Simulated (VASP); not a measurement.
# Mg (Fd-3m) in VASP: a series of runs

Mg is run at these levels: r2SCAN; tasks: single point, relaxation of cell and atoms.

All numbers are computed with VASP 6.6.1; they aren't measurements. Logs are shortened: lines on timing, memory, paths and dates and some standing lists are left out, and cuts for length are marked.

### Step 1. The cell of the first run

It takes space group Fd-3m (No. 227, cubic). The conventional cell has a = 6.895 Å, b = 6.895 Å, c = 6.895 Å, α = 90.00°, β = 90.00°, γ = 90.00°. Mg (site symmetry -43m) has 4 Mg at 2.99 Å within 3.9 Å.

This isn't the form of Mg at room conditions, which is hcp.

### Step 2. Single point, r2SCAN

File POSCAR:

```
Mg
1.0
    0.0000000000      3.4474223776      3.4474223776
    3.4474223776      0.0000000000      3.4474223776
    3.4474223776      3.4474223776      0.0000000000
Mg
2
Direct
    0.5000000000      0.5000000000      0.5000000000
    0.7500000000      0.7500000000      0.7500000000
```

File INCAR.step1:

```
PREC = Accurate
ENCUT = 520
ISMEAR = 0
SIGMA = 0.1
LREAL = F
LASPH = T
NELM = 60
NBANDS = 9
GGA = PE
ALGO = Normal
EDIFF = 1E-4
LWAVE = T
LCHARG = F
```

File INCAR.step2:

```
PREC = Accurate
ENCUT = 520
EDIFF = 1E-6
ISMEAR = 0
SIGMA = 0.1
LREAL = F
LASPH = T
NELM = 60
ALGO = Normal
ISIF = 2
LWAVE = F
LCHARG = T
METAGGA = R2SCAN
LMIXTAU = T
LELF = T
LVHAR = T
NBANDS = 9
ISTART = 1
```

File KPOINTS:

```
regular mesh
0
Gamma
  6 6 6
```

Potentials or basis: VASP PAW PBE potentials, release 64 (Mg).

On the command line:

```sh
cat potpaw_PBE.64/Mg/POTCAR > POTCAR
cp INCAR.step1 INCAR
mpirun -np 1 vasp_std > vasp.out
cp INCAR.step2 INCAR
mpirun -np 1 vasp_std > vasp.out
```

OUTCAR:

```text
PREC = Accurate
   ENCUT = 520
   EDIFF = 1E-6
   ISMEAR = 0
   LREAL = F
   LASPH = T
   NELM = 60
   ISIF = 2
   METAGGA = R2SCAN
   ISTART = 1

 ion  position               nearest neighbor table
   1  0.500  0.500  0.500-   2 2.99   2 2.99   2 2.99   2 2.99
   2  0.750  0.750  0.750-   1 2.99   1 2.99   1 2.99   1 2.99

  LATTYP: Found a face centered cubic cell.
 ALAT       =     6.8948447552

  Lattice vectors:

 A1 = (   0.0000000000,   3.4474223776,   3.4474223776)
 A2 = (   3.4474223776,   0.0000000000,   3.4474223776)
 A3 = (   3.4474223776,   3.4474223776,   0.0000000000)

Analysis of symmetry for initial positions (statically):
=====================================================================
 Subroutine PRICEL returns:
 Original cell was already a primitive cell.

 Routine SETGRP: Setting up the symmetry group for a
 face centered cubic supercell.

 Subroutine GETGRP returns: Found 48 space group operations
 (whereof 24 operations were pure point group operations)
 out of a pool of 48 trial point group operations.

The static configuration has the point symmetry T_d .
 The point group associated with its full space group is O_h .

Analysis of symmetry for dynamics (positions and initial velocities):
=====================================================================
 Subroutine PRICEL returns:
 Original cell was already a primitive cell.

 Routine SETGRP: Setting up the symmetry group for a
 face centered cubic supercell.

 Subroutine GETGRP returns: Found 48 space group operations
 (whereof 24 operations were pure point group operations)
 out of a pool of 48 trial point group operations.

The dynamic configuration has the point symmetry T_d .
 The point group associated with its full space group is O_h .

 Subroutine INISYM returns: Found 48 space group operations
 (whereof 24 operations are pure point group operations),
 and found     1 'primitive' translations

----------------------------------------------------------------------------------------

                                     Primitive cell

  volume of cell :      81.9433

  direct lattice vectors                    reciprocal lattice vectors
     0.000000000  3.447422378  3.447422378    -0.145035898  0.145035898  0.145035898
     3.447422378  0.000000000  3.447422378     0.145035898 -0.145035898  0.145035898
     3.447422378  3.447422378  0.000000000     0.145035898  0.145035898 -0.145035898

  length of vectors
     4.875391482  4.875391482  4.875391482     0.251209544  0.251209544  0.251209544

  position of ions in fractional coordinates (direct lattice)
     0.500000000  0.500000000  0.500000000
     0.750000000  0.750000000  0.750000000

  ion indices of the primitive-cell ions
   primitive index   ion index
                 1           1
                 2           2

----------------------------------------------------------------------------------------

 KPOINTS: regular mesh

Automatic generation of k-mesh.
 Grid dimensions read from file:
 generate k-points for:    6    6    6

 Generating k-lattice:

  Cartesian coordinates                     Fractional coordinates (reciprocal lattice)
    -0.024172650  0.024172650  0.024172650     0.166666667  0.000000000  0.000000000
     0.024172650 -0.024172650  0.024172650     0.000000000  0.166666667  0.000000000
     0.024172650  0.024172650 -0.024172650     0.000000000  0.000000000  0.166666667

  Length of vectors
     0.041868257  0.041868257  0.041868257

  Shift w.r.t. Gamma in fractional coordinates (k-lattice)
     0.000000000  0.000000000  0.000000000

 Subroutine IBZKPT returns following result:
 ===========================================

 Found     16 irreducible k-points:

 Following reciprocal coordinates:
            Coordinates               Weight
  0.000000  0.000000  0.000000      1.000000
  0.166667  0.000000  0.000000      8.000000
  0.333333  0.000000  0.000000      8.000000
  0.500000  0.000000  0.000000      4.000000
  0.166667  0.166667  0.000000      6.000000
  0.333333  0.166667  0.000000     24.000000
[... 8 lines left out ...]
 -0.333333  0.333333  0.166667     24.000000
 -0.333333  0.500000  0.166667     12.000000
   k-points           NKPTS =     16   k-points in BZ     NKDIM =     16   number of bands    NBANDS=      9
   number of dos      NEDOS =    301   number of ions     NIONS =      2
   total plane-waves  NPLWV =  46656
   dimension x,y,z NGX =    36 NGY =   36 NGZ =   36
   dimension x,y,z NGXF=    72 NGYF=   72 NGZF=   72
   ions per type =               2
   NGX,Y,Z   is equivalent  to a cutoff of  12.28, 12.28, 12.28 a.u.
   NGXF,Y,Z  is equivalent  to a cutoff of  24.55, 24.55, 24.55 a.u.
 SYSTEM =  unknown system
   PREC   = accura    normal or accurate (medium, high low for compatibility)
   ISTART =      1    job   : 0-new  1-cont  2-samecut
   ICHARG =      0    charge: 1-file 2-atom 10-const
   ISPIN  =      1    spin polarized calculation?
   LNONCOLLINEAR =      F non collinear calculations
   LSORBIT =      F    spin-orbit coupling
   LASPH  =      T    aspherical Exc in radial PAW
   ENCUT  =  520.0 eV  38.22 Ry    6.18 a.u.   9.06  9.06  9.06*2*pi/ulx,y,z
   NELM   =     60;   NELMIN=  2; NELMDL=  0     # of ELM steps
   EDIFF  = 0.1E-05   stopping-criterion for ELM
   LREAL  =      F    real-space projection
   EDIFFG = 0.1E-04   stopping-criterion for IOM
   NSW    =      0    number of steps for IOM
   IBRION =     -1    ionic relax: 0-MD 1-quasi-New 2-CG
   NFREE  =      0    steps in history (QN), initial steepest desc. (CG)
   ISIF   =      2    stress and relaxation
   ISYM   =      2    0-nonsym 1-usesym 2-fastsym
   POTIM  = 0.5000    time-step for ionic-motion
   TEBEG  =    0.0;   TEEND  =   0.0 temperature during run
   PSTRESS=    0.0 pullay stress
   NELECT =       4.0000    total number of electrons
   NUPDOWN=      -1.0000    fix difference up-down
   EMIN   =  10.00;   EMAX   =-10.00  energy-range for DOS
   EFERMI =   0.00;   METHOD = LEGACY
   ISMEAR =     0;   SIGMA  =   0.10  broadening in eV -4-tet -1-fermi 0-gaus
   EFERMI_NEDOS =   21; number of points for ismear=-14 and -15
   IALGO  =     38    algorithm
   IMIX   =      4    mixing-type and parameters
     AMIX     =   0.40;   BMIX     =  1.00
     AMIX_MAG =   1.60;   BMIX_MAG =  1.00
  volume/ion in A,a.u.               =      40.97       276.49
  Fermi-wavevector in a.u.,A,eV,Ry     =   0.598306  1.130635  4.870485  0.357971
  Thomas-Fermi vector in A             =   1.649361
   LORBIT       =      0    0 simple, 1 ext, 2 COOP (PROOUT), +10 PAW based schemes
   METAGGA = R2SCAN    functional components
   LHFCALC =     F    Hartree Fock is set to
   AEXX    =    0.0000 exact exchange contribution
   IVDW    =     0    specifies the selected vdW correction
   LEPSILON=     F    determine dielectric tensor
   LRPA    =     F    only Hartree local field effects (RPA)
 non-spin polarized calculation
 Gauss-broadening in eV      SIGMA  =   0.10
  energy-cutoff  :      520.00
  volume of cell :       81.94
 maximum number of plane-waves:      2229
   NGX = 19   NGY = 19   NGZ = 19

 number of electron       4.0000000 magnetization

 Free energy of the ion-electron system (eV)
  ---------------------------------------------------
  ext. energy  EPLUGINS =         0.00000000
  ---------------------------------------------------
  free energy    TOTEN  =        -6.48069979 eV

  energy without entropy =       -6.46374233  energy(sigma->0) =       -6.47222106

 E-fermi :   0.1457     XC(G=0):  -6.9477

 val. band max:        0.0459267049   @ k =  -0.3333   0.3333   0.1667
 cond. band min:       0.1739658255   @ k =   0.3333   0.1667   0.0000
 fundamental gap:      0.1280391205
 Fermi energy:         0.1457164623

 k-point     1 :       0.0000    0.0000    0.0000
  band No.  band energies     occupation
      1      -5.1418      2.00000
      2       3.4059      0.00000
      3       3.4059      0.00000
      4       3.4060      0.00000
      5       4.4937      0.00000
      6       4.4937      0.00000
      7       4.4937      0.00000
      8       6.4089      0.00000
      9       7.5709      0.00000

 k-point     2 :       0.1667    0.0000    0.0000
  band No.  band energies     occupation
      1      -4.8786      2.00000
      2       1.5521      0.00000
      3       2.9821      0.00000
      4       2.9821      0.00000
      5       4.6928      0.00000
      6       5.0487      0.00000
      7       5.0487      0.00000
      8       6.9553      0.00000
      9       6.9553      0.00000

 k-point     3 :       0.3333    0.0000    0.0000
  band No.  band energies     occupation
      1      -4.1189      2.00000
      2      -0.6322      2.00000
      3       2.5838      0.00000
      4       2.5838      0.00000
      5       4.4017      0.00000
      6       4.9219      0.00000
      7       4.9219      0.00000
      8       7.3160      0.00000
      9       7.8598      0.00000

 k-point     4 :       0.5000    0.0000    0.0000
  band No.  band energies     occupation
      1      -3.3103      2.00000
      2      -1.9358      2.00000
      3       2.4589      0.00000
      4       2.4589      0.00000
      5       4.2855      0.00000
      6       4.6596      0.00000
      7       4.6596      0.00000
      8       6.9742      0.00000
      9       9.7004      0.00000
[... 109 lines left out ...]
 k-point    14 :       0.5000    0.3333    0.1667
  band No.  band energies     occupation
      1      -3.4425      2.00000
      2      -0.4941      2.00000
      3       0.3126      0.01830
      4       1.3433      0.00000
      5       4.6357      0.00000
      6       4.8675      0.00000
      7       5.7767      0.00000
      8       7.9284      0.00000
      9       8.9564      0.00000

 k-point    15 :      -0.3333    0.3333    0.1667
  band No.  band energies     occupation
      1      -2.6245      2.00000
      2      -1.5121      2.00000
      3       0.0459      1.84183
      4       0.9153      0.00000
      5       4.7723      0.00000
      6       5.1920      0.00000
      7       6.7827      0.00000
      8       7.2855      0.00000
      9       8.3166      0.00000

 k-point    16 :      -0.3333    0.5000    0.1667
  band No.  band energies     occupation
      1      -1.9317      2.00000
      2      -1.9317      2.00000
      3       0.1945      0.49033
      4       0.1945      0.49014
      5       4.4193      0.00000
      6       4.4193      0.00000
      7       7.4432      0.00000
      8       7.4432      0.00000
      9      10.4323      0.00000

------------------------ aborting loop because EDIFF is reached ----------------------------------------

  FORCE on cell =-STRESS in cart. coord.  units (eV):
  Direction    XX          YY          ZZ          XY          YZ          ZX
  --------------------------------------------------------------------------------------
  -------------------------------------------------------------------------------------
  Total        0.0056280      0.0056280      0.0056280      0.0000000      0.0000000      0.0000000
  in kB        0.1100398      0.1100398      0.1100398      0.0000000      0.0000000      0.0000000
  external PRESSURE =       0.1100398 kB  Pullay stress =       0.0000000 kB

 VOLUME and BASIS-vectors are now :
 -----------------------------------------------------------------------------
  energy-cutoff  :      520.00
  volume of cell :       81.94
      direct lattice vectors                 reciprocal lattice vectors
     0.000000000  3.447422378  3.447422378    -0.145035898  0.145035898  0.145035898
     3.447422378  0.000000000  3.447422378     0.145035898 -0.145035898  0.145035898
     3.447422378  3.447422378  0.000000000     0.145035898  0.145035898 -0.145035898

 POSITION                                       TOTAL-FORCE (eV/Angst)
 -----------------------------------------------------------------------------------
      3.44742      3.44742      3.44742        -0.000000      0.000000     -0.000000
      5.17113      5.17113      5.17113         0.000000     -0.000000      0.000000
 -----------------------------------------------------------------------------------
    total drift:                                0.000000      0.000000      0.000000

  FREE ENERGIE OF THE ION-ELECTRON SYSTEM (eV)
  ---------------------------------------------------
  free  energy   TOTEN  =        -6.4806997930 eV

  energy  without entropy=       -6.4637423298  energy(sigma->0) =       -6.47222106
```

Run time: 41 s. Hardware: 1 thread of Intel Xeon Platinum 8488C (Sapphire Rapids), shared host; peak memory 0.2 GiB.

Results:

| Property | Result |
| --- | --- |
| Free energy | -6.4807 eV |
| Pressure | 0.0 GPa |
| Band gap on the k mesh | zero (bands 2 and 3 overlap by 3.83 eV) |

Levels at points of the mesh, in eV from the Fermi level:
```
           k point  band 1  band 2  band 3  band 4  band 5  band 6
(0.00, 0.00, 0.00)   -5.29    3.26    3.26    3.26    4.35    4.35
(0.50, 0.00, 0.00)   -3.46   -2.08    2.31    2.31    4.14    4.51
(0.50, 0.50, 0.00)   -2.23   -2.23    0.88    0.88    2.62    2.62
```

Caveat: the PAW data sets were made with another functional, which shifts forces and pressure a little.

### Step 3. Relaxation of cell and atoms, r2SCAN

This run uses another cell than the first one, of 25.59 Å³/atom.

File POSCAR:

```
Mg
1.0
    0.0000000000      2.9468562911      2.9468562911
    2.9468562911      0.0000000000      2.9468562911
    2.9468562911      2.9468562911      0.0000000000
Mg
2
Direct
    0.5000000000      0.5000000000      0.5000000000
    0.7500000000      0.7500000000      0.7500000000
```

File INCAR.step1:

```
PREC = Accurate
ENCUT = 600
ISMEAR = 0
SIGMA = 0.1
LREAL = F
LASPH = T
NELM = 80
GGA = PE
ALGO = Normal
EDIFF = 1E-4
LWAVE = T
LCHARG = F
```

File INCAR.step2:

```
PREC = Accurate
ENCUT = 600
EDIFF = 1E-7
ISMEAR = 0
SIGMA = 0.1
LREAL = F
LASPH = T
NELM = 80
ALGO = Normal
ISIF = 3
LWAVE = F
LCHARG = F
METAGGA = R2SCAN
LMIXTAU = T
IBRION = 2
NSW = 90
EDIFFG = -0.04
ISTART = 1
```

KPOINTS is that of step 2.

Potentials or basis: VASP PAW PBE potentials, release 64 (Mg).

On the command line:

```sh
cat potpaw_PBE.64/Mg/POTCAR > POTCAR
cp INCAR.step1 INCAR
mpirun -np 1 vasp_std > vasp.out
cp INCAR.step2 INCAR
mpirun -np 1 vasp_std > vasp.out
```

Wall time 3.3 min (1 thread of Intel Xeon Platinum 8488C (Sapphire Rapids), shared host); peak memory 0.22 GiB.

The run converged. Its results:

```
Free energy                           : -6.4800 eV
Relaxed volume                        : 41.05 Å³/atom
Relaxed cell                          : a = 4.879 Å, b = 4.879 Å, c = 4.879 Å, α = 60.00°, β = 60.00°, γ = 60.00°
Space group after relaxing (to 0.1 Å) : Fd-3m (No. 227)
Energy gained by relaxing             : 405.5 meV/atom
Ionic steps                           : 5
Pressure after relaxing               : 0.0 GPa
Band gap on the k mesh                : zero (bands 2 and 3 overlap by 3.82 eV)
```

The path:
```tsv
step	energy change (eV)	largest force (eV/Å)	pressure (GPa)	volume (Å³)
1	0.0000	0.0000	12.26	51.18
2	-0.6912	0.0000	3.13	67.10
3	-0.7963	0.0000	0.85	76.23
4	-0.8101	0.0000	0.20	80.54
5	-0.8109	0.0000	-0.01	82.10
```

Final structure:
```cif
data_structure
_symmetry_space_group_name_H-M 'P 1'
_symmetry_Int_Tables_number 1
_cell_length_a 4.8785
_cell_length_b 4.8785
_cell_length_c 4.8785
_cell_angle_alpha 60.000
_cell_angle_beta 60.000
_cell_angle_gamma 60.000
_cell_volume 82.10
loop_
_atom_site_label
_atom_site_type_symbol
_atom_site_fract_x
_atom_site_fract_y
_atom_site_fract_z
_atom_site_occupancy
Mg1 Mg 0.50000 0.50000 0.50000 1
Mg2 Mg 0.75000 0.75000 0.75000 1
```

Levels at points of the mesh, in eV from the Fermi level:
```
           k point  band 1  band 2  band 3  band 4  band 5  band 6
(0.00, 0.00, 0.00)   -5.28    3.25    3.26    3.26    4.34    4.34
(0.50, 0.00, 0.00)   -3.45   -2.08    2.31    2.31    4.13    4.51
(0.50, 0.50, 0.00)   -2.23   -2.23    0.88    0.88    2.62    2.62
```

Caveat: the volume moved by over 15 % at a fixed basis, so the end points are rough; the PAW data sets were made with another functional, which shifts forces and pressure a little.
